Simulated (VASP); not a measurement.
# BiTe (Fm-3m) in VASP: settings compared, part 2 of 2

VASP 6.6.1.

## 3. Single point, r2SCAN

This run uses another cell than the first one, of 31.82 Å³/atom.

File POSCAR:

```
BiTe
1.0
    0.0000000000      3.1689610617      3.1689610617
    3.1689610617      0.0000000000      3.1689610617
    3.1689610617      3.1689610617      0.0000000000
Bi Te
1 1
Direct
    0.0000000000      0.0000000000      0.0000000000
    0.5000000000      0.5000000000      0.5000000000
```

File INCAR.step1:

```
PREC     = Accurate       # precision mode
ENCUT    = 520            # plane-wave cutoff, eV
ISMEAR   = -1             # smearing method
SIGMA    = 0.05           # smearing width, eV
LREAL    = F              # projectors in reciprocal space
LASPH    = T              # aspherical terms in the spheres
NELM     = 100            # most SCF steps
NBANDS   = 18             # bands
GGA      = PE             # functional
ALGO     = Normal         # electronic algorithm
EDIFF    = 1E-4           # SCF threshold, eV
LWAVE    = T              # write WAVECAR
LCHARG   = F              # write CHGCAR
```

File INCAR.step2:

```
PREC     = Accurate       # precision mode
ENCUT    = 520            # plane-wave cutoff, eV
EDIFF    = 1E-6           # SCF threshold, eV
ISMEAR   = -1             # smearing method
SIGMA    = 0.05           # smearing width, eV
LREAL    = F              # projectors in reciprocal space
LASPH    = T              # aspherical terms in the spheres
NELM     = 100            # most SCF steps
ALGO     = Normal         # electronic algorithm
ISIF     = 2              # what is computed and relaxed
LWAVE    = F              # write WAVECAR
LCHARG   = F              # write CHGCAR
METAGGA  = R2SCAN         # meta-GGA
LMIXTAU  = T            
NBANDS   = 18             # bands
ISTART   = 1
```

File KPOINTS:

```
Automatic mesh
0
Gamma
  7 7 7
```

Potentials or basis: VASP PAW PBE potentials, release 64 (Bi_d, Te).

The run is started by

```
cat potpaw_PBE.64/Bi_d/POTCAR potpaw_PBE.64/Te/POTCAR > POTCAR
cp INCAR.step1 INCAR
mpirun -np 1 vasp_std > vasp.out
cp INCAR.step2 INCAR
mpirun -np 1 vasp_std > vasp.out
```

OUTCAR:

```text
PREC = Accurate
   ENCUT = 520
   EDIFF = 1E-6
   ISMEAR = -1
   LREAL = F
   LASPH = T
   NELM = 100
   ISIF = 2
   METAGGA = R2SCAN
   ISTART = 1

 ion  position               nearest neighbor table
   1  0.000  0.000  0.000-   2 3.17   2 3.17   2 3.17   2 3.17   2 3.17   2 3.17
   2  0.500  0.500  0.500-   1 3.17   1 3.17   1 3.17   1 3.17   1 3.17   1 3.17

  LATTYP: Found a face centered cubic cell.
 ALAT       =     6.3379221234

  Lattice vectors:

[... 601 lines left out ...]

  FORCE on cell =-STRESS in cart. coord.  units (eV):
  Direction    XX          YY          ZZ          XY          YZ          ZX
  --------------------------------------------------------------------------------------
  -------------------------------------------------------------------------------------
  Total        1.4819615      1.4819615      1.4819615      0.0000000      0.0000000     -0.0000000
  in kB       37.3049801     37.3049801     37.3049801      0.0000000      0.0000000     -0.0000000
  external PRESSURE =      37.3049801 kB  Pullay stress =       0.0000000 kB

 VOLUME and BASIS-vectors are now :
 -----------------------------------------------------------------------------
  energy-cutoff  :      520.00
  volume of cell :       63.65
      direct lattice vectors                 reciprocal lattice vectors
     0.000000000  3.168961062  3.168961062    -0.157780418  0.157780418  0.157780418
     3.168961062  0.000000000  3.168961062     0.157780418 -0.157780418  0.157780418
     3.168961062  3.168961062  0.000000000     0.157780418  0.157780418 -0.157780418

 POSITION                                       TOTAL-FORCE (eV/Angst)
 -----------------------------------------------------------------------------------
      0.00000      0.00000      0.00000         0.000000     -0.000000     -0.000000
      3.16896      3.16896      3.16896        -0.000000      0.000000      0.000000
 -----------------------------------------------------------------------------------
    total drift:                               -0.000000      0.000000      0.000000

  FREE ENERGIE OF THE ION-ELECTRON SYSTEM (eV)
  ---------------------------------------------------
  free  energy   TOTEN  =       -83.9685746889 eV

  energy  without entropy=      -83.9516897977  energy(sigma->0) =      -83.96013224
```

OUTCAR.step1:

```text
PREC = Accurate
   ENCUT = 520
   ISMEAR = -1
   LREAL = F
   LASPH = T
   NELM = 100
[... 632 lines left out ...]
 -----------------------------------------------------------------------------------
      0.00000      0.00000      0.00000         0.000000      0.000000      0.000000
      3.16896      3.16896      3.16896        -0.000000     -0.000000     -0.000000
 -----------------------------------------------------------------------------------
    total drift:                               -0.000000      0.000000      0.000000

  FREE ENERGIE OF THE ION-ELECTRON SYSTEM (eV)
  ---------------------------------------------------
  free  energy   TOTEN  =        -7.0916341052 eV

  energy  without entropy=       -7.0703014603  energy(sigma->0) =       -7.08096778
```

It took 2.2 min on 1 thread of Intel Xeon 8259CL, shared host; peak memory 0.22 GiB.

What came out:

| Item | Value |
| --- | --- |
| Free energy | -83.9686 eV |
| Pressure | 3.7 GPa |
| Band gap on the k mesh | zero (an odd number of electrons rules out a gap without spin polarisation) |

Caveat: the cell stands under pressure; the PAW data sets were made with another functional, which shifts forces and pressure a little; spin-orbit coupling is left out, which moves the levels of the heavy elements.

## 4. Single point, r2SCAN

This run uses another cell than the first one, of 32.50 Å³/atom.

File POSCAR:

```
BiTe
1.0
    0.0000000000      3.1912784242      3.1912784242
    3.1912784242      0.0000000000      3.1912784242
    3.1912784242      3.1912784242      0.0000000000
Bi Te
1 1
Direct
    0.0000000000      0.0000000000      0.0000000000
    0.5000000000      0.5000000000      0.5000000000
```

File INCAR.step1:

```
PREC = Accurate
ENCUT = 520
ISMEAR = -1
SIGMA = 0.05
LREAL = F
LASPH = T
NELM = 60
NBANDS = 18
GGA = PE
ALGO = Normal
EDIFF = 1E-4
LWAVE = T
LCHARG = F
```

File INCAR.step2:

```
PREC = Accurate
ENCUT = 520
EDIFF = 1E-6
ISMEAR = -1
SIGMA = 0.05
LREAL = F
LASPH = T
NELM = 60
ALGO = Normal
ISIF = 2
LWAVE = F
LCHARG = T
METAGGA = R2SCAN
LMIXTAU = T
LELF = T
LVHAR = T
NBANDS = 18
ISTART = 1
```

KPOINTS is that of step 3.

The run is started by

```
cat potpaw_PBE.64/Bi_d/POTCAR potpaw_PBE.64/Te/POTCAR > POTCAR
cp INCAR.step1 INCAR
mpirun -np 1 vasp_std > vasp.out
cp INCAR.step2 INCAR
mpirun -np 1 vasp_std > vasp.out
```

Run time: 2.3 min. Hardware: 1 thread of Intel Xeon 8259CL, shared host; peak memory 0.22 GiB.

Results (log left out):

```yaml
Free_energy: -83.9946 eV
Pressure: 2.4 GPa
Band_gap_on_the_k_mesh: zero (an odd number of electrons rules out a gap without spin polarisation)
```

Levels at points of the mesh, in eV from the Fermi level:
```tsv
k point	band 7	band 8	band 9	band 10	band 11	band 12	band 13	band 14
(0.00, 0.00, 0.00)	-8.20	-2.98	-2.98	-2.98	2.27	2.27	2.27	4.87
```

Caveat: the PAW data sets were made with another functional, which shifts forces and pressure a little; spin-orbit coupling is left out, which moves the levels of the heavy elements.

## 5. Single point, r2SCAN

This run uses another cell than the first one, of 33.18 Å³/atom.

File POSCAR:

```
BiTe
1.0
    0.0000000000      3.2132879364      3.2132879364
    3.2132879364      0.0000000000      3.2132879364
    3.2132879364      3.2132879364      0.0000000000
Bi Te
1 1
Direct
    0.0000000000      0.0000000000      0.0000000000
    0.5000000000      0.5000000000      0.5000000000
```

File INCAR.step1:

```
  PREC = Accurate
  ENCUT = 520
  ISMEAR = -1
  SIGMA = 0.05
  LREAL = F
  LASPH = T
  NELM = 100
  NBANDS = 18
  GGA = PE
  ALGO = Normal
  EDIFF = 1E-4
  LWAVE = T
  LCHARG = F
```

File INCAR.step2:

```
  PREC = Accurate
  ENCUT = 520
  EDIFF = 1E-7
  ISMEAR = -1
  SIGMA = 0.05
  LREAL = F
  LASPH = T
  NELM = 100
  ALGO = Normal
  ISIF = 2
  LWAVE = F
  LCHARG = F
  METAGGA = R2SCAN
  LMIXTAU = T
  NBANDS = 18
  ISTART = 1
```

File KPOINTS:

```
regular mesh
0
Gamma
  7 7 7
```

The run is started by

```
cat potpaw_PBE.64/Bi_d/POTCAR potpaw_PBE.64/Te/POTCAR > POTCAR
cp INCAR.step1 INCAR
mpirun -np 1 vasp_std > vasp.out
cp INCAR.step2 INCAR
mpirun -np 1 vasp_std > vasp.out
```

It took 2.4 min on 1 thread of Intel Xeon 8259CL, shared host; peak memory 0.23 GiB.

It converged, with:

- Free energy: -84.0098 eV
- Pressure: 1.2 GPa
- Band gap on the k mesh: zero (an odd number of electrons rules out a gap without spin polarisation)

Levels at points of the mesh, in eV from the Fermi level:
```tsv
k point	band 8	band 9	band 10	band 11	band 12	band 13
(0.00, 0.00, 0.00)	-2.91	-2.91	-2.91	2.23	2.23	2.23
```

Caveat: the PAW data sets were made with another functional, which shifts forces and pressure a little; spin-orbit coupling is left out, which moves the levels of the heavy elements.

## 6. Overview

| level | potentials or basis | cell | gap on the mesh (eV) | pressure (GPa) |
| --- | --- | --- | --- | --- |
| LDA | VASP PAW LDA potentials, release 64 (Bi_d, Te) | a = 4.665 Å, angles 60.0°, 2 atoms | none | -4.9 |
| r2SCAN | VASP PAW PBE potentials, release 64 (Bi_d, Te) | a = 4.482 Å, angles 60.0°, 2 atoms | none | 3.7 |
| r2SCAN | VASP PAW PBE potentials, release 64 (Bi_d, Te) | a = 4.513 Å, angles 60.0°, 2 atoms | none | 2.4 |
| r2SCAN | VASP PAW PBE potentials, release 64 (Bi_d, Te) | a = 4.544 Å, angles 60.0°, 2 atoms | none | 1.2 |

Alike in all rows: task single point; no spin polarisation; k mesh 7 × 7 × 7; cutoff (eV) 520; smearing fermi-dirac 0.05 eV.

Caveats: spin-orbit coupling is left out, which moves the levels of the heavy elements; the PAW data sets were made with another functional, which shifts forces and pressure a little (at least some runs); the cell stands under tension (at least some runs); the cell stands under pressure (at least some runs).

Absolute energies hang on the potentials; compare differences alone.
